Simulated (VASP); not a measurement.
Ta: single point with PBE

Ta:

```
Ta
1.0
    -1.67605    1.62651    1.65128
     1.67605   -1.62651    1.65128
     1.67605    1.62651   -1.65128
Ta
1
Direct
  0.00000 0.00000 0.00000
```

This cell differs from its parent crystal: strain +0.0150 x Voigt [1, -1, 0, 0, 0, 0].

| Property | Result |
| --- | --- |
| Program | VASP 6.6.1 |
| Task | single point |
| Functional | PBE |
| Potentials or basis | VASP PAW PBE potentials, release 64 (Ta_pv) |
| Cutoff | 520 eV |
| k mesh | 20 × 20 × 20 |
| Occupations | gaussian, width 0.15 eV |
| Spin | no spin polarisation |
| Dipole correction | no |
| Further INCAR settings | ALGO = Fast; EDIFF = 1e-06; NBANDS = 12 |

```yaml
Pressure: 3.4 GPa
Band_gap_on_the_k_mesh: zero (an odd number of electrons rules out a gap without spin polarisation)
```

Stress tensor (GPa, compression positive):
```
1.59 0.00 0.00
0.00 5.16 0.00
0.00 0.00 3.35
```

Levels at points of the mesh, in eV from the Fermi level:
```tsv
k point	band 3	band 4	band 5	band 6	band 7	band 8	band 9	band 10
(0.00, 0.00, 0.00)	-33.06	-7.91	0.55	0.75	0.93	3.78	4.23	14.75
(0.50, 0.00, 0.00)	-33.09	-4.36	-1.73	1.71	4.13	5.08	7.84	11.84
(0.00, 0.50, 0.00)	-33.06	-4.38	-1.33	1.48	3.62	4.81	7.76	11.64
(0.50, 0.50, 0.00)	-33.08	-4.37	-1.54	1.60	3.83	5.00	7.79	11.74
(0.50, 0.50, 0.50)	-33.85	-3.84	-3.76	6.78	6.84	6.91	8.28	8.66
```

Run time: 2.6 min on 1 thread of Intel Xeon 8259CL, on a shared host, peak memory 0.35 GiB.

Caveat: the cell differs from its parent crystal (strain +0.0150 x Voigt [1, -1, 0, 0, 0, 0]); the cell stands under pressure; spin-orbit coupling is left out, which moves the levels of the heavy elements.
